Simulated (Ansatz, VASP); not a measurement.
One calculation of Al, two programs

```
CELL_PARAMETERS angstrom
5.62298 -0.00047 -0.00207
2.81137 5.01425 -0.01014
2.80841 -0.00884 4.71075
ATOMIC_POSITIONS crystal
Al 0.04143 0.91727 0.99992
Al 0.04140 0.41728 0.99998
Al 0.95857 0.08274 0.50006
Al 0.95858 0.58275 0.50005
Al 0.45861 0.58272 0.50004
Al 0.45857 0.08273 0.50006
Al 0.54141 0.41725 0.99997
Al 0.54143 0.91726 0.99991
```

Change from the starting cell: cell x8, atoms moved at random (sigma 0.1 Å) and cell strained at random (1.5 %), then relaxed without symmetry.

Alike in both runs: functional PBE; k mesh 6 × 6 × 6; occupations gaussian, width 0.2 eV; no spin polarisation.

Ansatz relaxed the structure, and its values are those at the end. VASP's run is a single point on that final structure, the one shown.

|  | VASP | Ansatz |
| --- | --- | --- |
| version | VASP 6.6.1 | Ansatz 0.2.0 |
| potentials or method | VASP PAW PBE potentials, release 64 (Al), cutoff 520 eV | scalar-relativistic, plane waves, PAW |
| valence electrons in the cell | 24 | 24 |

|  | VASP | Ansatz | Ansatz less VASP |
| --- | --- | --- | --- |
| gap on the k mesh at the Fermi level (eV) | none | none | - |
| pressure (GPa) | 0.1 | 0.1 | +0.03 |

A gap of «none» marks a metal or a gap that the smearing closes. The functional is the same, so the differences come from potentials, cutoffs and numerics.
